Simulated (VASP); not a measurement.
# CoO (R-3m) in VASP: further runs, part 3 of 3

VASP 6.6.1.

## 5. Relaxation of cell and atoms, PBE+U, collinear spin, ferromagnetic start

This run uses another cell than the first one, of 10.12 Å³/atom.

INCAR

```
SYSTEM = CoO
  PREC = Accurate
  ENCUT = 600
  EDIFF = 1E-6
  ISMEAR = 0
  SIGMA = 0.02
  LREAL = .FALSE.
  LASPH = .TRUE.
  NELM = 150
  ALGO = Normal
  ISIF = 3
  LWAVE = .FALSE.
  LCHARG = .FALSE.
  ISPIN = 2
  MAGMOM = 2.88 0.24
  LORBIT = 11
  LMAXMIX = 4
  LDAU = .TRUE.
  LDAUTYPE = 2
  LDAUL = 2 -1
  LDAUU = 3.32 0
  LDAUJ = 0 0
  LDAUPRINT = 1
  GGA = PE
  IBRION = 2
  NSW = 100
  EDIFFG = -0.005
```

KPOINTS

```
regular mesh
0
G
  12 12 12
  0 0 0
```

POSCAR

```
CoO
1.0
    1.5367472031      0.8872414114      2.4735053790
   -1.5367472031      0.8872414114      2.4735053790
    0.0000000000     -1.7744828228      2.4735053790
Co O
1 1
Direct
    0.0000000000      0.0000000000      0.0000000000
    0.5000000000      0.5000000000      0.5000000000
```

Started as:

```console
$ cat potpaw_PBE.64/Co/POTCAR potpaw_PBE.64/O/POTCAR > POTCAR
$ mpirun -np 1 vasp_std > vasp.out
```

Run time: 5.3 min. Hardware: 1 thread of Intel Xeon Platinum 8488C (Sapphire Rapids), shared host; peak memory 0.25 GiB.

The run converged. Its results:

```
Free energy                                           : -11.4938 eV
Relaxed volume                                        : 9.65 Å³/atom
Relaxed cell                                          : a = 2.983 Å, b = 2.983 Å, c = 2.983 Å, α = 61.26°, β = 61.26°, γ = 61.26°
Space group after relaxing (to 0.1 Å)                 : Fm-3m (No. 225)
Energy gained by relaxing                             : 11.9 meV/atom
Ionic steps                                           : 9
Pressure after relaxing                               : -0.1 GPa
Band gap on the k mesh                                : zero (filled and empty bands overlap)
Net moment                                            : 3.00 μB per cell
Site moments                                          : Co +2.73; O +0.25 μB
Valence electrons inside the program's atomic spheres : Co 7.80; O 5.00
```

Step by step:
```tsv
step	energy change (eV)	largest force (eV/Å)	pressure (GPa)	volume (Å³)
1	0.0000	0.0000	-7.64	20.24
2	-0.0172	0.0000	4.51	18.86
3	-0.0233	0.0000	0.02	19.30
4	-0.0233	0.0000	-0.29	19.32
5	-0.0234	0.0000	-0.13	19.32
6	-0.0237	0.0000	-0.12	19.31
7	-0.0234	0.0000	-0.03	19.29
8	-0.0238	0.0000	-0.10	19.30
9	-0.0238	0.0000	-0.07	19.30
```

Final structure:
```
CELL_PARAMETERS angstrom
1.51990 0.87751 2.41231
-1.51990 0.87751 2.41231
0.00000 -1.75503 2.41231
ATOMIC_POSITIONS crystal
Co 0.00000 0.00000 0.00000
O 0.50000 0.50000 0.50000
```

Levels at points of the mesh, in eV from the Fermi level:
Spin up:
| k point | band 6 | band 7 | band 8 | band 9 | band 10 | band 11 | band 12 | band 13 |
| --- | --- | --- | --- | --- | --- | --- | --- | --- |
| (0.00, 0.00, 0.00) | -3.95 | -2.78 | -2.78 | -2.57 | 1.26 | 17.10 | 17.10 | 17.10 |
| (0.50, 0.00, 0.00) | -3.50 | -3.04 | -0.46 | -0.43 | 5.36 | 9.49 | 13.57 | 14.03 |
| (0.50, 0.50, 0.00) | -3.97 | -3.84 | -3.80 | -3.26 | 6.03 | 10.15 | 11.11 | 15.77 |
| (0.50, 0.50, 0.50) | -4.05 | -2.46 | -0.44 | -0.44 | 5.18 | 9.92 | 13.20 | 13.20 |
Spin down:
| k point | band 2 | band 3 | band 4 | band 5 | band 6 | band 7 | band 8 | band 9 | band 10 | band 11 |
| --- | --- | --- | --- | --- | --- | --- | --- | --- | --- | --- |
| (0.00, 0.00, 0.00) | -2.49 | -2.29 | -2.29 | -2.10 | -0.91 | -0.91 | 1.50 | 1.50 | 1.81 | 16.97 |
| (0.50, 0.00, 0.00) | -7.33 | -4.10 | -3.95 | -1.44 | -0.03 | 0.55 | 3.79 | 3.92 | 5.65 | 10.31 |
| (0.50, 0.50, 0.00) | -6.09 | -3.60 | -3.39 | -2.80 | -0.52 | 0.26 | 2.10 | 2.36 | 7.01 | 10.57 |
| (0.50, 0.50, 0.50) | -7.48 | -4.27 | -4.27 | -1.03 | 0.43 | 0.43 | 3.84 | 3.84 | 5.46 | 10.67 |

Eigenvalues of the final occupation matrices:
| site | spin | trace | eigenvalues |
| --- | --- | --- | --- |
| site 1 d | 1 | 4.93 | 0.97 0.97 0.97 1.01 1.01 |
| site 1 d | 2 | 2.24 | 0.13 0.13 0.51 0.51 0.96 |

Caveat: a cell with one magnetic atom can't hold antiferromagnetic order, which such compounds often take. The state reached can hang on the start; a lower one may exist.

## 6. Relaxation of shape and atoms at fixed volume, PBE+U, collinear spin, ferromagnetic start (10.42 Å³/atom)

This run uses another cell than the first one, of 10.42 Å³/atom.

INCAR

```
PREC = Accurate
ENCUT = 600
EDIFF = 1E-6
ISMEAR = 0
SIGMA = 0.02
LREAL = F
LASPH = T
NELM = 150
ALGO = Normal
ISIF = 4
LWAVE = F
LCHARG = F
ISPIN = 2
MAGMOM = 2.88 0.24
LORBIT = 11
LMAXMIX = 4
LDAU = T
LDAUTYPE = 2
LDAUL = 2 -1
LDAUU = 3.32 0
LDAUJ = 0 0
LDAUPRINT = 1
GGA = PE
IBRION = 2
NSW = 50
EDIFFG = -0.01
```

KPOINTS

```
regular mesh
0
Gamma
  12 12 12
```

POSCAR

```
CoO
1.0
    1.5519635115      0.8960265512      2.4979971241
   -1.5519635115      0.8960265512      2.4979971241
    0.0000000000     -1.7920531023      2.4979971241
Co O
1 1
Direct
    0.0000000000      0.0000000000      0.0000000000
    0.5000000000      0.5000000000      0.5000000000
```

Potentials or basis: VASP PAW PBE potentials, release 64 (Co, O).

Started as:

```console
$ cat potpaw_PBE.64/Co/POTCAR potpaw_PBE.64/O/POTCAR > POTCAR
$ mpirun -np 1 vasp_std > vasp.out
```

Run time: 4.8 min. Hardware: 1 thread of Intel Xeon Platinum 8488C (Sapphire Rapids), shared host; peak memory 0.25 GiB.

It converged, with:

```
Free energy                                           : -11.4347 eV
Energy gained by relaxing                             : 0.0 meV/atom
Ionic steps                                           : 3
Pressure after relaxing                               : -11.7 GPa
Band gap on the k mesh                                : zero (filled and empty bands overlap)
Net moment                                            : 3.00 μB per cell
Site moments                                          : Co +2.73; O +0.24 μB
Valence electrons inside the program's atomic spheres : Co 7.69; O 4.96
```

Final structure:
```yaml
crystal:
  lattice:
    - [1.55426, 0.89735, 2.49063]
    - [-1.55426, 0.89735, 2.49063]
    - [0.00000, -1.79470, 2.49063]
  atoms:
    - { symbol: Co, position: [0.00000, 0.00000, 0.00000] }
    - { symbol: O, position: [0.50000, 0.50000, 0.50000] }
```

Levels at points of the mesh, in eV from the Fermi level:
Spin up:
```
           k point  band 5  band 6  band 7  band 8  band 9  band 10  band 11  band 12  band 13
(0.00, 0.00, 0.00)   -4.60   -3.90   -2.49   -2.49   -2.36     0.86    16.68    16.68    16.82
(0.50, 0.00, 0.00)   -4.06   -3.55   -3.06   -0.59   -0.54     5.15     8.81    13.06    13.35
(0.50, 0.50, 0.00)   -4.10   -3.84   -3.66   -3.51   -3.31     5.51     9.65    10.83    14.97
(0.50, 0.50, 0.50)   -4.09   -4.09   -2.55   -0.56   -0.56     5.05     9.07    12.81    12.81
```
Spin down:
```
           k point  band 3  band 4  band 5  band 6  band 7  band 8  band 9  band 10
(0.00, 0.00, 0.00)   -2.03   -2.03   -1.91   -0.79   -0.79    1.39    1.59     1.59
(0.50, 0.00, 0.00)   -3.74   -3.51   -1.46   -0.03    0.48    3.60    3.71     5.43
(0.50, 0.50, 0.00)   -3.22   -3.09   -2.61   -0.53    0.21    2.11    2.25     6.47
(0.50, 0.50, 0.50)   -3.80   -3.80   -1.14    0.40    0.40    3.61    3.61     5.33
```

Eigenvalues of the final occupation matrices:
```tsv
site	spin	trace	eigenvalues
site 1 d	1	4.91	0.97 0.97 0.97 1.00 1.00
site 1 d	2	2.21	0.11 0.11 0.51 0.51 0.96
```

Caveat: a cell with one magnetic atom can't hold antiferromagnetic order, which such compounds often take. The state reached can hang on the start; a lower one may exist.

## 7. The runs side by side

| task | cell | k mesh | cutoff (eV) | smearing | gap on the mesh (eV) | pressure (GPa) | moment (μB) |
| --- | --- | --- | --- | --- | --- | --- | --- |
| relaxation of shape and atoms at fixed volume | relaxed from a = 3.104 Å, angles 60.6°, 2 atoms | 12 × 12 × 12 | 600 | gaussian 0.02 eV | none | -15.1 | 3.00 |
| single point | a = 3.044 Å, angles 60.6°, 2 atoms | 18 × 18 × 18 | 520 | gaussian 0.1 eV | none | -7.4 | 3.00 |
| relaxation of cell and atoms | relaxed from a = 3.044 Å, angles 60.6°, 2 atoms | 12 × 12 × 12 | 600 | gaussian 0.02 eV | none | -0.1 | 3.00 |
| relaxation of shape and atoms at fixed volume | relaxed from a = 3.074 Å, angles 60.6°, 2 atoms | 12 × 12 × 12 | 600 | gaussian 0.02 eV | none | -11.7 | 3.00 |

Alike in all rows: level PBE+U; potentials or basis VASP PAW PBE potentials, release 64 (Co, O); spin collinear, ferromagnetic start; Co d U = 3.32 eV.

Caveats: a cell with one magnetic atom can't hold antiferromagnetic order, which such compounds often take; the relaxation stopped at its first step, so nothing moved (at least some runs); the cell stands under tension (at least some runs).

Total energies depend on the potentials used, so only differences within one code and one set of settings carry meaning.
